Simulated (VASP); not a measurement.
# Si (P1) in VASP: further runs

Si is run at these levels: PBE; tasks: single point.

Program: VASP 6.6.1. These are calculated values, not measurements. Logs are shortened: lines on timing, memory, paths and dates and some standing lists are left out, and cuts for length are marked.

## 1. The cell of the first run

The typed cell holds 16 atoms: a = 7.681 Å, b = 7.681 Å, c = 7.681 Å, α = 60.00°, β = 60.00°, γ = 60.00°.

## 2. Single point, PBE

File INCAR:

```
PREC = Accurate
ENCUT = 500
EDIFF = 1E-6
ISMEAR = 0
SIGMA = 0.01
LREAL = False
LASPH = True
NELM = 120
ALGO = Normal
ISIF = 2
LWAVE = False
LCHARG = True
GGA = PE
LELF = True
LVHAR = True
NBANDS = 46
GGA_COMPAT = False
```

File KPOINTS:

```
Automatic mesh
0
Gamma
  1 1 1
```

File POSCAR:

```
Si
1.0
    0.0000000000      5.4310000000      5.4310000000
    5.4310000000      0.0000000000      5.4310000000
    5.4310000000      5.4310000000      0.0000000000
Si
16
Direct
    0.0089897863     -0.0239366599      0.0063903300
    0.1280688026      0.1285020453      0.1230143042
    0.0059570873     -0.0015524531      0.4831396377
    0.1324734368      0.1291519093      0.6207758835
    0.0038630809      0.5019856958     -0.0156328412
    0.1192595340      0.6183930486      0.1233031327
    0.0060292944      0.4813344598      0.5006859676
    0.1157935923      0.6240252039      0.6225810615
    0.5090619934     -0.0091342005      0.0016968673
    0.6228698900      0.1090061232      0.1446764399
    0.4963535405      0.0145497345      0.4881219289
    0.6466982392      0.1121832364      0.6201260195
    0.5117336568      0.5046573592     -0.0103617216
    0.6273467314      0.6068399096      0.1280688026
    0.4858835083      0.5065347443      0.5107227572
    0.6307404660      0.6281410097      0.6047459031
```

Potentials or basis: VASP PAW PBE potentials, release 64 (Si).

Started as:

```console
cat potpaw_PBE.64/Si/POTCAR > POTCAR
mpirun -np 1 vasp_gam > vasp.out
```

OUTCAR:

```text
PREC = Accurate
   ENCUT = 500
   EDIFF = 1E-6
   ISMEAR = 0
   LREAL = False
   LASPH = True
   NELM = 120
   ISIF = 2
   GGA = PE

 ion  position               nearest neighbor table
   1  0.009  0.976  0.006-   6 2.24  10 2.42   4 2.42   2 2.44
   2  0.128  0.129  0.123-   3 2.26   5 2.34   9 2.39   1 2.44
   3  0.006  0.998  0.483-  12 2.26   2 2.26   8 2.35   4 2.48
   4  0.132  0.129  0.621-   7 2.21  11 2.28   1 2.42   3 2.48
   5  0.004  0.502  0.984-   8 2.27   6 2.33   2 2.34  14 2.37
   6  0.119  0.618  0.123-   1 2.24   5 2.33   7 2.37  13 2.46
[... 8 lines left out ...]
  15  0.486  0.507  0.511-  16 2.27   8 2.32  14 2.41  12 2.48
  16  0.631  0.628  0.605-  15 2.27   7 2.36  13 2.42  11 2.42

  LATTYP: Found a face centered cubic cell.
 ALAT       =    10.8620000000

  Lattice vectors:

 A1 = (   0.0000000000,   5.4310000000,   5.4310000000)
 A2 = (   5.4310000000,   0.0000000000,   5.4310000000)
 A3 = (   5.4310000000,   5.4310000000,   0.0000000000)

Analysis of symmetry for initial positions (statically):
=====================================================================
 Subroutine PRICEL returns:
 Original cell was already a primitive cell.

 Routine SETGRP: Setting up the symmetry group for a
 face centered cubic supercell.

 Subroutine GETGRP returns: Found  1 space group operations
 (whereof  1 operations were pure point group operations)
 out of a pool of 48 trial point group operations.

The static configuration has the point symmetry C_1 .

Analysis of symmetry for dynamics (positions and initial velocities):
=====================================================================
 Subroutine PRICEL returns:
 Original cell was already a primitive cell.

 Routine SETGRP: Setting up the symmetry group for a
 face centered cubic supercell.

 Subroutine GETGRP returns: Found  1 space group operations
 (whereof  1 operations were pure point group operations)
 out of a pool of 48 trial point group operations.

The dynamic configuration has the point symmetry C_1 .

 Subroutine INISYM returns: Found  1 space group operations
 (whereof  1 operations are pure point group operations),
 and found     1 'primitive' translations

----------------------------------------------------------------------------------------

                                     Primitive cell

  volume of cell :     320.3830

  direct lattice vectors                    reciprocal lattice vectors
     0.000000000  5.431000000  5.431000000    -0.092064077  0.092064077  0.092064077
     5.431000000  0.000000000  5.431000000     0.092064077 -0.092064077  0.092064077
     5.431000000  5.431000000  0.000000000     0.092064077  0.092064077 -0.092064077

  length of vectors
     7.680593857  7.680593857  7.680593857     0.159459658  0.159459658  0.159459658

  position of ions in fractional coordinates (direct lattice)
     0.008989786  0.976063340  0.006390330
     0.128068803  0.128502045  0.123014304
     0.005957087  0.998447547  0.483139638
     0.132473437  0.129151909  0.620775884
     0.003863081  0.501985696  0.984367159
     0.119259534  0.618393049  0.123303133
[... 8 lines left out ...]
     0.485883508  0.506534744  0.510722757
     0.630740466  0.628141010  0.604745903

  ion indices of the primitive-cell ions
   primitive index   ion index
                 1           1
                 2           2
                 3           3
                 4           4
                 5           5
                 6           6
[... 8 lines left out ...]
                15          15
                16          16

----------------------------------------------------------------------------------------

 KPOINTS: Automatic mesh

Automatic generation of k-mesh.
 Grid dimensions read from file:
 generate k-points for:    1    1    1

 Generating k-lattice:

  Cartesian coordinates                     Fractional coordinates (reciprocal lattice)
    -0.092064077  0.092064077  0.092064077     1.000000000  0.000000000  0.000000000
     0.092064077 -0.092064077  0.092064077     0.000000000  1.000000000  0.000000000
     0.092064077  0.092064077 -0.092064077     0.000000000  0.000000000  1.000000000

  Length of vectors
     0.159459658  0.159459658  0.159459658

  Shift w.r.t. Gamma in fractional coordinates (k-lattice)
     0.000000000  0.000000000  0.000000000

 Subroutine IBZKPT returns following result:
 ===========================================

 Found      1 irreducible k-points:

 Following reciprocal coordinates:
            Coordinates               Weight
  0.000000  0.000000  0.000000      1.000000
   k-points           NKPTS =      1   k-points in BZ     NKDIM =      1   number of bands    NBANDS=     46
   number of dos      NEDOS =    301   number of ions     NIONS =     16
   total plane-waves  NPLWV = 175616
   dimension x,y,z NGX =    56 NGY =   56 NGZ =   56
   dimension x,y,z NGXF=   112 NGYF=  112 NGZF=  112
   ions per type =              16
   NGX,Y,Z   is equivalent  to a cutoff of  12.12, 12.12, 12.12 a.u.
   NGXF,Y,Z  is equivalent  to a cutoff of  24.24, 24.24, 24.24 a.u.
 SYSTEM =  unknown system
   PREC   = accura    normal or accurate (medium, high low for compatibility)
   ISTART =      0    job   : 0-new  1-cont  2-samecut
   ICHARG =      2    charge: 1-file 2-atom 10-const
   ISPIN  =      1    spin polarized calculation?
   LNONCOLLINEAR =      F non collinear calculations
   LSORBIT =      F    spin-orbit coupling
   LASPH  =      T    aspherical Exc in radial PAW
   ENCUT  =  500.0 eV  36.75 Ry    6.06 a.u.  14.00 14.00 14.00*2*pi/ulx,y,z
   NELM   =    120;   NELMIN=  2; NELMDL= -5     # of ELM steps
   EDIFF  = 0.1E-05   stopping-criterion for ELM
   LREAL  =      F    real-space projection
   EDIFFG = 0.1E-04   stopping-criterion for IOM
   NSW    =      0    number of steps for IOM
   IBRION =     -1    ionic relax: 0-MD 1-quasi-New 2-CG
   NFREE  =      0    steps in history (QN), initial steepest desc. (CG)
   ISIF   =      2    stress and relaxation
   ISYM   =      2    0-nonsym 1-usesym 2-fastsym
   POTIM  = 0.5000    time-step for ionic-motion
   TEBEG  =    0.0;   TEEND  =   0.0 temperature during run
   PSTRESS=    0.0 pullay stress
   NELECT =      64.0000    total number of electrons
   NUPDOWN=      -1.0000    fix difference up-down
   EMIN   =  10.00;   EMAX   =-10.00  energy-range for DOS
   EFERMI =   0.00;   METHOD = LEGACY
   ISMEAR =     0;   SIGMA  =   0.01  broadening in eV -4-tet -1-fermi 0-gaus
   EFERMI_NEDOS =   21; number of points for ismear=-14 and -15
   IALGO  =     38    algorithm
   IMIX   =      4    mixing-type and parameters
     AMIX     =   0.40;   BMIX     =  1.00
     AMIX_MAG =   1.60;   BMIX_MAG =  1.00
  volume/ion in A,a.u.               =      20.02       135.13
  Fermi-wavevector in a.u.,A,eV,Ry     =   0.956999  1.808467 12.460868  0.915848
  Thomas-Fermi vector in A             =   2.085978
   LORBIT       =      0    0 simple, 1 ext, 2 COOP (PROOUT), +10 PAW based schemes
   GGA     = PE    functional components
   LHFCALC =     F    Hartree Fock is set to
   AEXX    =    0.0000 exact exchange contribution
   IVDW    =     0    specifies the selected vdW correction
   LEPSILON=     F    determine dielectric tensor
   LRPA    =     F    only Hartree local field effects (RPA)
 non-spin polarized calculation
 Gauss-broadening in eV      SIGMA  =   0.01
  energy-cutoff  :      500.00
  volume of cell :      320.38
 maximum number of plane-waves:      4050
   NGX = 29   NGY = 29   NGZ = 29

 number of electron      63.9999999 magnetization

 Free energy of the ion-electron system (eV)
  ---------------------------------------------------
  ext. energy  EPLUGINS =         0.00000000
  ---------------------------------------------------
  free energy    TOTEN  =       -65.33693448 eV

  energy without entropy =      -65.33693448  energy(sigma->0) =      -65.33693448

 E-fermi :   6.3882     XC(G=0):  -9.2501

 val. band max:        6.2972343685   @ k =   0.0000   0.0000   0.0000
 cond. band min:       6.5434912143   @ k =   0.0000   0.0000   0.0000
 fundamental gap:      0.2462568459
 Fermi energy:         6.3881978994

 k-point     1 :       0.0000    0.0000    0.0000
  band No.  band energies     occupation
      1      -5.9528      2.00000
      2      -3.7694      2.00000
      3      -3.6078      2.00000
      4      -3.5630      2.00000
      5      -3.5073      2.00000
      6      -2.0623      2.00000
[... 36 lines left out ...]
     43       8.3987      0.00000
     44       8.4730      0.00000
 [bands above 44 left out]

------------------------ aborting loop because EDIFF is reached ----------------------------------------

  FORCE on cell =-STRESS in cart. coord.  units (eV):
  Direction    XX          YY          ZZ          XY          YZ          ZX
  --------------------------------------------------------------------------------------
  -------------------------------------------------------------------------------------
  Total       20.3147099     19.8130458     19.7473150      1.2892736     -1.5504038     -1.5932477
  in kB      101.5901971     99.0814654     98.7527576      6.4474244     -7.7532895     -7.9675442
  external PRESSURE =      99.8081400 kB  Pullay stress =       0.0000000 kB

 VOLUME and BASIS-vectors are now :
 -----------------------------------------------------------------------------
  energy-cutoff  :      500.00
  volume of cell :      320.38
      direct lattice vectors                 reciprocal lattice vectors
     0.000000000  5.431000000  5.431000000    -0.092064077  0.092064077  0.092064077
     5.431000000  0.000000000  5.431000000     0.092064077 -0.092064077  0.092064077
     5.431000000  5.431000000  0.000000000     0.092064077  0.092064077 -0.092064077

 POSITION                                       TOTAL-FORCE (eV/Angst)
 -----------------------------------------------------------------------------------
      5.33571      0.08353      5.34982         1.457600     -0.548853      0.510520
      1.36599      1.36363      1.39344        -1.588353     -0.718574      0.499781
      8.04650      2.65628      5.45492         0.443625      1.138768      0.674837
      4.07286      4.09090      1.42089        -0.734603      0.496647     -1.921727
      8.07238      5.36708      2.74726         0.666421      0.282041     -0.953134
      4.02815      1.31736      4.00619        -1.062957      1.205599      0.325335
[... 8 lines left out ...]
      5.52473      5.41257      5.38982        -1.368594      0.222886     -0.640034
      6.69581      6.70993      6.83699         0.985123      0.280358      0.513468
 -----------------------------------------------------------------------------------
    total drift:                               -0.000030     -0.000054      0.000021

  FREE ENERGIE OF THE ION-ELECTRON SYSTEM (eV)
  ---------------------------------------------------
  free  energy   TOTEN  =       -65.3369344773 eV

  energy  without entropy=      -65.3369344773  energy(sigma->0) =      -65.33693448
```

It took 69 s on 1 thread of Intel Xeon 8259CL, shared host; peak memory 0.38 GiB.

What came out:

| Item | Value |
| --- | --- |
| Free energy | -65.3369 eV |
| Pressure | 10.0 GPa |
| Largest force | 2.992 eV/Å |
| Band gap on the k mesh | 0.25 eV |

Forces in eV/Å, atoms in the order of the input:
```
Si   1.458 -0.549  0.511
Si  -1.588 -0.719  0.500
Si   0.444  1.139  0.675
Si  -0.735  0.497 -1.922
Si   0.666  0.282 -0.953
Si  -1.063  1.206  0.325
Si   0.757 -1.213  0.715
Si  -0.301 -0.498  0.392
Si   0.037  0.344 -0.501
Si  -1.372 -1.698  2.047
Si   0.636  1.932 -0.691
Si   1.216 -0.866 -0.596
Si  -1.002 -0.689 -1.232
Si   1.230  0.330  0.857
Si  -1.369  0.223 -0.640
Si   0.985  0.280  0.513
```

Stress tensor (GPa, compression positive):
```
10.16  0.64 -0.80
 0.64  9.91 -0.78
-0.80 -0.78  9.88
```

Levels at points of the mesh, in eV from the valence-band top:
```
           k point  band 30  band 31  band 32  band 33  band 34  band 35
(0.00, 0.00, 0.00)    -0.28    -0.12     0.00     0.25     0.28     0.31
```

Caveat: the k points lie up to 1.00 Å⁻¹ apart; forces of over 1 eV/Å act on the atoms, so gaps and moduli don't describe the material at rest.

## 3. Single point, PBE

File INCAR:

```
SYSTEM = Si
PREC = Accurate ; ENCUT = 500
EDIFF = 1E-6 ; ISMEAR = 0
SIGMA = 0.01 ; LREAL = .FALSE.
LASPH = .TRUE. ; NELM = 120
ALGO = Normal ; ISIF = 2
LWAVE = .FALSE. ; LCHARG = .TRUE.
GGA = PE ; LELF = .TRUE.
LVHAR = .TRUE. ; NBANDS = 46
GGA_COMPAT = .FALSE.
```

File KPOINTS:

```
regular mesh
0
G
  1 1 1
  0 0 0
```

POSCAR is that of step 2.

Potentials or basis: VASP PAW PBE potentials, release 64 (Si).

Started as:

```console
cat potpaw_PBE.64/Si/POTCAR > POTCAR
mpirun -np 1 vasp_gam > vasp.out
```

Run time: 83 s. Hardware: 1 thread of Intel Xeon 8259CL, shared host; peak memory 0.38 GiB.

Results (log left out):

| Item | Value |
| --- | --- |
| Free energy | -65.3369 eV |
| Pressure | 10.0 GPa |
| Largest force | 2.992 eV/Å |
| Band gap on the k mesh | 0.25 eV |

Forces on the atoms (eV/Å):
```
Si   1.458 -0.549  0.511
Si  -1.588 -0.719  0.500
Si   0.444  1.139  0.675
Si  -0.735  0.497 -1.922
Si   0.666  0.282 -0.953
Si  -1.063  1.206  0.325
Si   0.757 -1.213  0.715
Si  -0.301 -0.498  0.392
Si   0.037  0.344 -0.501
Si  -1.372 -1.698  2.047
Si   0.636  1.932 -0.691
Si   1.216 -0.866 -0.596
Si  -1.002 -0.689 -1.232
Si   1.230  0.330  0.857
Si  -1.369  0.223 -0.640
Si   0.985  0.280  0.513
```

Stress tensor (GPa, compression positive):
```
10.16  0.64 -0.80
 0.64  9.91 -0.78
-0.80 -0.78  9.88
```

Levels at points of the mesh, in eV from the valence-band top:
| k point | band 29 | band 30 | band 31 | band 32 | band 33 | band 34 | band 35 | band 36 |
| --- | --- | --- | --- | --- | --- | --- | --- | --- |
| (0.00, 0.00, 0.00) | -1.25 | -0.28 | -0.12 | 0.00 | 0.25 | 0.28 | 0.31 | 0.44 |

Caveat: the k points lie up to 1.00 Å⁻¹ apart; forces of over 1 eV/Å act on the atoms, so gaps and moduli don't describe the material at rest. A k mesh can miss the band edges.
